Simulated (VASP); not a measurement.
Input of a VASP 6.6.1 run:

INCAR

```
PREC = Accurate
ENCUT = 520
EDIFF = 1E-6
ISMEAR = -1
SIGMA = 0.05
LREAL = False
LASPH = True
NELM = 150
ALGO = Normal
ISIF = 2
LWAVE = False
LCHARG = False
ISPIN = 2
MAGMOM = 1
LORBIT = 11
LMAXMIX = 4
GGA = PE
NBANDS = 16
```

The input KPOINTS:

```
regular mesh
0
Gamma
  13 13 13
```

POSCAR

```
Nb
1.0
    2.8248062506      0.0000000000      0.0000000000
    0.0000000000      2.8248062506      0.0000000000
    0.0000000000      0.0000000000      2.8248062506
Nb
1
Direct
    0.0000000000      0.0000000000      0.0000000000
```

Potentials or basis: VASP PAW PBE potentials, release 64 (Nb_sv).

Launch:

```console
$ cat potpaw_PBE.64/Nb_sv/POTCAR > POTCAR
$ mpirun -np 1 vasp_std > vasp.out
```

What does it give for the net moment?

0.00 μB per cell.

Predict the pressure.

-12.5 GPa.
